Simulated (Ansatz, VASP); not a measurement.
Given: the input of a run of Ansatz 0.2.0 on HfO2.

File input.yaml:

```yaml
crystal:
  lattice:
    - [5.21946336, 0.0, 0.0]
    - [0.0, 5.00476369, 0.0]
    - [0.0, 0.0, 5.03268505]
  atoms:
    - { symbol: Hf, position: [0.966994, 0.73252082, 0.74144035] }
    - { symbol: Hf, position: [0.533006, 0.73252082, 0.24144035] }
    - { symbol: Hf, position: [0.466994, 0.26747918, 0.74144035] }
    - { symbol: Hf, position: [0.033006, 0.26747918, 0.24144035] }
    - { symbol: O, position: [0.63212745, 0.9286454, 0.87926726] }
    - { symbol: O, position: [0.86787255, 0.9286454, 0.37926726] }
    - { symbol: O, position: [0.23394852, 0.53988305, 0.49229239] }
    - { symbol: O, position: [0.26605148, 0.53988305, 0.99229239] }
    - { symbol: O, position: [0.76605148, 0.46011695, 0.99229239] }
    - { symbol: O, position: [0.73394852, 0.46011695, 0.49229239] }
    - { symbol: O, position: [0.13212745, 0.0713546, 0.87926726] }
    - { symbol: O, position: [0.36787255, 0.0713546, 0.37926726] }
hamiltonian:
  xc: pbesol
  pseudopotentials: { kind: paw }
  dispersion: d4
kpoints:
  mp_grid: { grid: [5, 6, 5] }
scf:
  occupations: { method: fermi_dirac, width: 0.05 }
output:
  forces: true
  stress: true
  eigenvalues: true
relax:
  f_tol: 0.01
  max_steps: 40
  cell: { stress_tol: 0.05 }
```

Potentials or basis: Ansatz PAW.

Launch:

```console
$ ansatz run input.yaml --threads 4 --pin off --max-ram 11264MiB --backend cpu --events-out ev --progress --plain --runs-dir out
```

Question: Translate it to VASP 6.6.1. Potentials there: VASP PAW PBE potentials, release 64 (Hf_pv, O).

Answer: As run (the cutoff follows the program's own potentials):

File INCAR:

```
SYSTEM = HfO2
  ALGO = Fast
  EDIFF = 1E-6
  EDIFFG = -0.005
  ENCUT = 600
  GGA = PS
  IBRION = 2
  ISIF = 3
  ISMEAR = -1
  IVDW = 13
  LASPH = .TRUE.
  LCHARG = .FALSE.
  LREAL = .FALSE.
  LWAVE = .FALSE.
  NELM = 60
  NSW = 40
  PREC = Accurate
  SIGMA = 0.05
```

Contents of KPOINTS:

```
k-points
0
G
  5 6 5
  0 0 0
```

The input POSCAR:

```
HfO2
1.0
    5.2194633600      0.0000000000      0.0000000000
    0.0000000000      5.0047636900      0.0000000000
    0.0000000000      0.0000000000      5.0326850500
Hf O
4 8
Direct
    0.9669940000      0.7325208200      0.7414403500
    0.5330060000      0.7325208200      0.2414403500
    0.4669940000      0.2674791800      0.7414403500
    0.0330060000      0.2674791800      0.2414403500
    0.6321274500      0.9286454000      0.8792672600
    0.8678725500      0.9286454000      0.3792672600
    0.2339485200      0.5398830500      0.4922923900
    0.2660514800      0.5398830500      0.9922923900
    0.7660514800      0.4601169500      0.9922923900
    0.7339485200      0.4601169500      0.4922923900
    0.1321274500      0.0713546000      0.8792672600
    0.3678725500      0.0713546000      0.3792672600
```

Potentials or basis: VASP PAW PBE potentials, release 64 (Hf_pv, O).

Command:

```bash
$ cat potpaw_PBE.64/Hf_pv/POTCAR potpaw_PBE.64/O/POTCAR > POTCAR
$ mpirun -np 1 vasp_std > vasp.out
```

Both were run:

|  | VASP | Ansatz | Ansatz less VASP |
| --- | --- | --- | --- |
| gap on the k mesh at the Fermi level, each at its own relaxed structure (eV) | 4.38 | 4.38 | +0.006 |
| relaxed volume (Å³/atom) | 10.79 | 10.93 | +0.146 |
| relaxed cell length with the largest relative difference (Å) | 5.190 | 5.215 | +0.0249 |

VASP's potentials were made for PBE, not for PBEsol. VASP's potentials hold 88 valence electrons a cell and Ansatz's 152, so a difference there can come from the potentials and not from the codes.

Neither program's run includes spin-orbit coupling. Noted on Ansatz's run: odd divisions of the mesh miss points on the zone boundary, where band edges often lie, so the gap on the mesh can be too wide; the plane-wave basis is chosen anew once the cell has moved, so the energies of steps on either side of that aren't comparable.
